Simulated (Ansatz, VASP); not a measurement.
## Au in VASP and in Ansatz

Contents of INCAR:

```
SYSTEM = Au
PREC = Accurate ; ENCUT = 500
EDIFF = 1E-6 ; ISMEAR = 0
SIGMA = 0.1 ; LREAL = .False.
LASPH = .True. ; NELM = 120
ALGO = Normal ; ISIF = 2
LWAVE = .False. ; LCHARG = .False.
GGA = CA ; NBANDS = 12
GGA_COMPAT = .False.
```

Contents of KPOINTS:

```
Automatic mesh
0
Gamma
  8 8 8
  0 0 0
```

File POSCAR:

```
Au
1.0
    0.0000000000      2.0400000000      2.0400000000
    2.0400000000      0.0000000000      2.0400000000
    2.0400000000      2.0400000000      0.0000000000
Au
1
Direct
    0.0000000000      0.0000000000      0.0000000000
```

Input for Ansatz:

```yaml
crystal:
  lattice:
    - [0.0, 2.04, 2.04]
    - [2.04, 0.0, 2.04]
    - [2.04, 2.04, 0.0]
  atoms:
    - { symbol: Au, position: [0.0, 0.0, 0.0] }
basis:
  ecutwfc: 420
kpoints:
  mp_grid: { grid: [8, 8, 8] }
hamiltonian:
  xc: lda
  pseudopotentials: { kind: paw, azcp: { folder: soft_1 } }
scf:
  occupations: { method: gaussian, width: 0.1 }
output:
  forces: true
  stress: true
  eigenvalues: true
```

Alike in both runs: task single point; functional LDA; k mesh 8 × 8 × 8; occupations gaussian, width 0.1 eV; no spin polarisation.

|  | VASP | Ansatz |
| --- | --- | --- |
| version | VASP 6.6.1 | Ansatz 0.2.0 |
| potentials or method | VASP PAW LDA potentials, release 64 (Au), cutoff 500 eV | scalar-relativistic, plane waves, PAW |
| valence electrons in the cell | 11 | 19 |

|  | VASP | Ansatz | Ansatz less VASP |
| --- | --- | --- | --- |
| gap on the k mesh at the Fermi level (eV) | none | none | - |
| pressure (GPa) | -2.9 | -3.4 | -0.49 |

Ansatz warns that its potentials were made for another functional, while VASP's fit it. LDA's correlation is that of Perdew and Zunger in VASP and of Perdew and Wang (1992) in Ansatz. A gap of «none» marks a metal or a gap that the smearing closes. VASP's potentials hold 11 valence electrons a cell and Ansatz's 19, so a difference there can come from the potentials and not from the codes.

Neither program's run includes spin-orbit coupling.
